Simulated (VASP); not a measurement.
A run of VASP 6.6.1 is set up as follows.

The input INCAR:

```
SYSTEM = ZrC
PREC = Accurate
ENCUT = 520
EDIFF = 1E-7
ISMEAR = -1
SIGMA = 0.05
LREAL = .False.
LASPH = .True.
NELM = 100
ALGO = Normal
ISIF = 2
LWAVE = .False.
LCHARG = .True.
GGA = PE
LELF = .True.
LVHAR = .True.
NBANDS = 15
```

KPOINTS

```
Automatic mesh
0
Gamma
  10 10 10
  0 0 0
```

POSCAR

```
ZrC
1.0
    0.0000000000      2.3961219900      2.3961219900
    2.3961219900      0.0000000000      2.3961219900
    2.3961219900      2.3961219900      0.0000000000
Zr C
1 1
Direct
    0.5000000000      0.5000000000      0.5000000000
    0.0000000000      0.0000000000      0.0000000000
```

Potentials or basis: VASP PAW PBE potentials, release 64 (Zr_sv, C).

Run with:

```bash
$ cat potpaw_PBE.64/Zr_sv/POTCAR potpaw_PBE.64/C/POTCAR > POTCAR
$ mpirun -np 1 vasp_std > vasp.out
```

(1) Predict the pressure.

(2) Predict the band gap on the k mesh.

Results:

(1) -10.3 GPa.

(2) zero (band 8 reaches 9.88 eV, above the bottom of band 9 at 8.63 eV).
